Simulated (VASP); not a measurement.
# Al (a cell with a defect) in VASP: notebook, part 2 of 2

VASP 6.6.1. Earlier steps stand in the parts before.

### 3 Single point, PBE

INCAR reads:

```
ALGO = Normal ; EDIFF = 1E-6
ENCUT = 520 ; GGA = PE
ISIF = 2 ; ISMEAR = 0
LASPH = True ; LCHARG = True
LELF = True ; LREAL = Auto
LVHAR = True ; LWAVE = False
NBANDS = 68 ; NELM = 100
PREC = Accurate ; SIGMA = 0.05
```

KPOINTS reads:

```
k-points
0
Gamma
  3 3 3
```

POSCAR reads:

```
Al
1.0
    8.1000000000      0.0000000000      0.0000000000
    0.0000000000      8.1000000000      0.0000000000
    0.0000000000      0.0000000000      8.1000000000
Al
31
Direct
    0.4987146914      0.0038598765      0.0001560494
    0.7482816049      0.2506211111      0.0001604938
    0.7512983951     -0.0007541975      0.2514061728
    0.0018170370      0.0016227160      0.0001491358
    0.4710671605      0.4706865432      0.0001034568
    0.7490481481      0.7490424691      0.0001529630
    0.2504320988      0.0022323457      0.2467123457
    0.5006261728      0.2461317284      0.2576927160
    0.7469883951      0.5011686420      0.2465444444
    0.5019950617     -0.0065492593      0.5001580247
    0.7538150617      0.2506553086      0.5001617284
    0.7512720988     -0.0007439506      0.7489159259
    0.0037345679      0.4988029630      0.0001428395
    0.2507501235      0.7481241975      0.0001444444
    0.0023288889      0.2503890123      0.2465853086
    0.2463093827      0.5004696296      0.2573980247
    0.5012196296      0.7469048148      0.2464641975
    0.0006543210      0.0006332099      0.5001530864
    0.2486634568      0.2486438272      0.5001438272
    0.5021840741      0.5021732099      0.5001451852
    0.7502690123      0.7501582716      0.5001560494
    0.2504228395      0.0022303704      0.7535754321
    0.5005944444      0.2461445679      0.7426122222
    0.7469943210      0.5011717284      0.7537379012
   -0.0006395062      0.7512212346      0.2514429630
   -0.0062487654      0.5019065432      0.5001300000
    0.2507139506      0.7535697531      0.5001338272
    0.0023214815      0.2503906173      0.7537113580
    0.2462732099      0.5004888889      0.7428486420
    0.5012035802      0.7469038272      0.7538302469
   -0.0006561728      0.7512255556      0.7488467901
```

Potentials or basis: VASP PAW PBE potentials, release 64 (Al).

Started as:

```console
> cat potpaw_PBE.64/Al/POTCAR > POTCAR
> mpirun -np 1 vasp_std > vasp.out
```

OUTCAR:

```text
EDIFF = 1E-6
   ENCUT = 520
   GGA = PE
   ISIF = 2
   ISMEAR = 0
   LASPH = True
   LREAL = Auto
   NELM = 100
   PREC = Accurate

 ion  position               nearest neighbor table
   1  0.499  0.004  0.000-   7 2.83  22 2.83   2 2.84   8 2.86  23 2.86  17 2.88  30 2.88  14 2.89
                            12 2.89   3 2.89   6 2.89
   2  0.748  0.251  0.000-   1 2.84   9 2.85  24 2.85  15 2.87  28 2.87   5 2.87   4 2.88  12 2.88
                             3 2.88  13 2.88   8 2.89  23 2.89
   3  0.751  0.999  0.251-  25 2.84   8 2.85  21 2.85  18 2.85  10 2.85  11 2.86   6 2.87   4 2.87
                            15 2.88  17 2.88   2 2.88   1 2.89
   4  0.002  0.002  0.000-   7 2.84  22 2.84  15 2.84  28 2.84  25 2.87  31 2.87   3 2.87  12 2.87
                            14 2.88   2 2.88   6 2.89
   5  0.471  0.471  0.000-  23 2.78  29 2.78  16 2.78   8 2.78   2 2.87  14 2.87  24 3.01   9 3.01
                            30 3.01  17 3.01   6 3.19
   6  0.749  0.749  0.000-  17 2.83  30 2.83   9 2.83  24 2.83  12 2.87   3 2.87  31 2.87  25 2.87
                            13 2.89   1 2.89   4 2.89   5 3.19
   7  0.250  0.002  0.247-   8 2.83   1 2.83   4 2.84  15 2.84  19 2.86  14 2.87  27 2.88  25 2.88
                            18 2.88  10 2.89  17 2.90
   8  0.501  0.246  0.258-   5 2.78   7 2.83  19 2.83  10 2.84  11 2.84   3 2.85  20 2.86   1 2.86
                             9 2.87   2 2.89  16 2.91
   9  0.747  0.501  0.247-  17 2.82   6 2.83   2 2.85  20 2.86  26 2.87   8 2.87  25 2.88  21 2.88
[... 31 lines left out ...]
  25  0.999  0.751  0.251-   3 2.84  16 2.85  21 2.85  26 2.85  18 2.85  27 2.86   6 2.87   4 2.87
                             7 2.88   9 2.88  14 2.88  13 2.89
  26  0.994  0.502  0.500-  11 2.81  21 2.82  29 2.84  16 2.84  25 2.85  31 2.85   9 2.87  24 2.87
                            15 2.89  28 2.89  19 2.91  27 2.91
  27  0.251  0.754  0.500-  10 2.81  29 2.84  16 2.84  18 2.85  25 2.86  31 2.86   7 2.88  22 2.88
                            20 2.88  17 2.89  30 2.89  26 2.91
  28  0.002  0.250  0.754-  29 2.83  13 2.83   4 2.84  22 2.84  19 2.86   2 2.87  11 2.88  12 2.88
                            18 2.88  26 2.89  24 2.90
  29  0.246  0.500  0.743-   5 2.78  28 2.83  19 2.83  26 2.84  27 2.84  31 2.85  20 2.86  13 2.86
                            30 2.87  14 2.89  23 2.91
  30  0.501  0.747  0.754-  24 2.82   6 2.83  14 2.85  20 2.86  10 2.87  29 2.87  12 2.88  21 2.88
                             1 2.88  27 2.89  22 2.90   5 3.01
  31  0.999  0.751  0.749-  12 2.84  29 2.85  21 2.85  26 2.85  18 2.85  27 2.86   6 2.87   4 2.87
                            22 2.88  24 2.88  14 2.88  13 2.89

  LATTYP: Found a simple cubic cell.
 ALAT       =     8.1000000000

  Lattice vectors:

 A1 = (   8.1000000000,   0.0000000000,   0.0000000000)
 A2 = (   0.0000000000,   8.1000000000,   0.0000000000)
 A3 = (   0.0000000000,   0.0000000000,   8.1000000000)

Analysis of symmetry for initial positions (statically):
=====================================================================
 Subroutine PRICEL returns:
 Original cell was already a primitive cell.

 Routine SETGRP: Setting up the symmetry group for a
 simple cubic supercell.

 Subroutine GETGRP returns: Found  1 space group operations
 (whereof  1 operations were pure point group operations)
 out of a pool of 48 trial point group operations.

The static configuration has the point symmetry C_1 .

Analysis of symmetry for dynamics (positions and initial velocities):
=====================================================================
 Subroutine PRICEL returns:
 Original cell was already a primitive cell.

 Routine SETGRP: Setting up the symmetry group for a
 simple cubic supercell.

 Subroutine GETGRP returns: Found  1 space group operations
 (whereof  1 operations were pure point group operations)
 out of a pool of 48 trial point group operations.

The dynamic configuration has the point symmetry C_1 .

 Subroutine INISYM returns: Found  1 space group operations
[... 129 lines left out ...]
   dimension x,y,z NGX =    60 NGY =   60 NGZ =   60
   dimension x,y,z NGXF=   120 NGYF=  120 NGZF=  120
   ions per type =              31
   NGX,Y,Z   is equivalent  to a cutoff of  12.31, 12.31, 12.31 a.u.
   NGXF,Y,Z  is equivalent  to a cutoff of  24.63, 24.63, 24.63 a.u.
 SYSTEM =  unknown system
   PREC   = accura    normal or accurate (medium, high low for compatibility)
   ISTART =      0    job   : 0-new  1-cont  2-samecut
   ICHARG =      2    charge: 1-file 2-atom 10-const
   ISPIN  =      1    spin polarized calculation?
   LNONCOLLINEAR =      F non collinear calculations
   LSORBIT =      F    spin-orbit coupling
   LASPH  =      T    aspherical Exc in radial PAW
   ENCUT  =  520.0 eV  38.22 Ry    6.18 a.u.  15.06 15.06 15.06*2*pi/ulx,y,z
   NELM   =    100;   NELMIN=  2; NELMDL= -5     # of ELM steps
   EDIFF  = 0.1E-05   stopping-criterion for ELM
   LREAL  =      T    real-space projection
   EDIFFG = 0.1E-04   stopping-criterion for IOM
   NSW    =      0    number of steps for IOM
[... 5 lines left out ...]
   TEBEG  =    0.0;   TEEND  =   0.0 temperature during run
   PSTRESS=    0.0 pullay stress
   NELECT =      93.0000    total number of electrons
   NUPDOWN=      -1.0000    fix difference up-down
   EMIN   =  10.00;   EMAX   =-10.00  energy-range for DOS
   EFERMI =   0.00;   METHOD = LEGACY
   ISMEAR =     0;   SIGMA  =   0.05  broadening in eV -4-tet -1-fermi 0-gaus
   EFERMI_NEDOS =   21; number of points for ismear=-14 and -15
   IALGO  =     38    algorithm
   IMIX   =      4    mixing-type and parameters
     AMIX     =   0.40;   BMIX     =  1.00
     AMIX_MAG =   1.60;   BMIX_MAG =  1.00
  volume/ion in A,a.u.               =      17.14       115.69
  Fermi-wavevector in a.u.,A,eV,Ry     =   0.915695  1.730412 11.408446  0.838497
  Thomas-Fermi vector in A             =   2.040466
   LORBIT       =      0    0 simple, 1 ext, 2 COOP (PROOUT), +10 PAW based schemes
   GGA     = PE    functional components
   LHFCALC =     F    Hartree Fock is set to
   AEXX    =    0.0000 exact exchange contribution
   IVDW    =     0    specifies the selected vdW correction
   LEPSILON=     F    determine dielectric tensor
   LRPA    =     F    only Hartree local field effects (RPA)
 non-spin polarized calculation
 Gauss-broadening in eV      SIGMA  =   0.05
  energy-cutoff  :      520.00
  volume of cell :      531.44
 maximum number of plane-waves:     14358
   NGX = 31   NGY = 31   NGZ = 31

 number of electron      93.0000000 magnetization

 Free energy of the ion-electron system (eV)
  ---------------------------------------------------
  ext. energy  EPLUGINS =         0.00000000
  ---------------------------------------------------
  free energy    TOTEN  =      -115.85669456 eV

  energy without entropy =     -115.84024078  energy(sigma->0) =     -115.84846767

 E-fermi :   7.4484     XC(G=0): -10.0295

 val. band max:        7.4319271979   @ k =   0.3333  -0.3333   0.3333
 cond. band min:       7.4628744689   @ k =   0.3333   0.3333   0.3333
 fundamental gap:      0.0309472710
 Fermi energy:         7.4483915822

 k-point     1 :       0.0000    0.0000    0.0000
  band No.  band energies     occupation
      1      -3.3684      2.00000
      2      -1.2337      2.00000
      3      -1.2157      2.00000
      4      -1.1700      2.00000
      5      -1.1698      2.00000
      6      -1.1356      2.00000
[... 843 lines left out ...]
     57       9.2738      0.00000
     58       9.4952      0.00000
 [bands above 58 left out]

------------------------ aborting loop because EDIFF is reached ----------------------------------------

  FORCE on cell =-STRESS in cart. coord.  units (eV):
  Direction    XX          YY          ZZ          XY          YZ          ZX
  --------------------------------------------------------------------------------------
  -------------------------------------------------------------------------------------
  Total       -3.8414203     -3.8472734     -2.9889563     -0.3359864     -0.0013693      0.0023056
  in kB      -11.5810345    -11.5986803     -9.0110435     -1.0129249     -0.0041282      0.0069507
  external PRESSURE =     -10.7302528 kB  Pullay stress =       0.0000000 kB

 VOLUME and BASIS-vectors are now :
 -----------------------------------------------------------------------------
  energy-cutoff  :      520.00
  volume of cell :      531.44
      direct lattice vectors                 reciprocal lattice vectors
     8.100000000  0.000000000  0.000000000     0.123456790  0.000000000  0.000000000
     0.000000000  8.100000000  0.000000000     0.000000000  0.123456790  0.000000000
     0.000000000  0.000000000  8.100000000     0.000000000  0.000000000  0.123456790

 POSITION                                       TOTAL-FORCE (eV/Angst)
 -----------------------------------------------------------------------------------
      4.03959      0.03126      0.00126        -0.004434     -0.021988     -0.000258
      6.06108      2.03003      0.00130         0.004459     -0.028291      0.000789
      6.08552      8.09389      2.03639        -0.011764     -0.015666      0.003922
      0.01472      0.01314      0.00121        -0.009731     -0.008391      0.000662
      3.81564      3.81256      0.00084         0.325177      0.328858      0.000674
      6.06729      6.06724      0.00124        -0.025142     -0.026076      0.000808
[... 23 lines left out ...]
      4.05975      6.04992      6.10602        -0.013272     -0.001979     -0.015609
      8.09469      6.08493      6.06566        -0.015803     -0.011691     -0.003822
 -----------------------------------------------------------------------------------
    total drift:                                0.010961      0.012625      0.004117

  FREE ENERGIE OF THE ION-ELECTRON SYSTEM (eV)
  ---------------------------------------------------
  free  energy   TOTEN  =      -115.8566945604 eV

  energy  without entropy=     -115.8402407820  energy(sigma->0) =     -115.84846767
```

Wall time 5.1 min (1 thread of AMD EPYC 9R45 (Zen 5), shared host); peak memory 0.6 GiB.

What came out:

| Quantity | Value |
| --- | --- |
| Free energy | -115.8567 eV |
| Pressure | -1.1 GPa |
| Largest force | 0.462 eV/Å |
| Band gap on the k mesh | zero (an odd number of electrons rules out a gap without spin polarisation) |

Forces on the atoms (eV/Å):
```
Al  -0.004 -0.022  0.000
Al   0.004 -0.028  0.001
Al  -0.012 -0.016  0.004
Al  -0.010 -0.008  0.001
Al   0.325  0.329  0.001
Al  -0.025 -0.026  0.001
Al  -0.006 -0.010  0.001
Al  -0.037  0.018 -0.071
Al  -0.001 -0.014  0.014
Al  -0.011  0.015  0.000
Al  -0.037 -0.012  0.000
Al  -0.010 -0.016 -0.005
Al  -0.019 -0.005  0.000
Al  -0.028  0.006  0.000
Al  -0.010 -0.007  0.003
Al   0.016 -0.038 -0.067
Al  -0.013 -0.001  0.015
Al  -0.009 -0.010  0.001
Al  -0.007 -0.007  0.000
Al  -0.010 -0.011  0.000
Al  -0.013 -0.013  0.000
Al  -0.006 -0.010 -0.002
Al  -0.037  0.017  0.071
Al  -0.002 -0.015 -0.015
Al  -0.015 -0.013  0.004
Al   0.012 -0.010  0.000
Al  -0.011 -0.034  0.000
Al  -0.011 -0.007 -0.004
Al   0.016 -0.039  0.068
Al  -0.013 -0.002 -0.016
Al  -0.016 -0.012 -0.004
```

The gap in the log of VASP goes by the Fermi energy; the results here count the filled bands.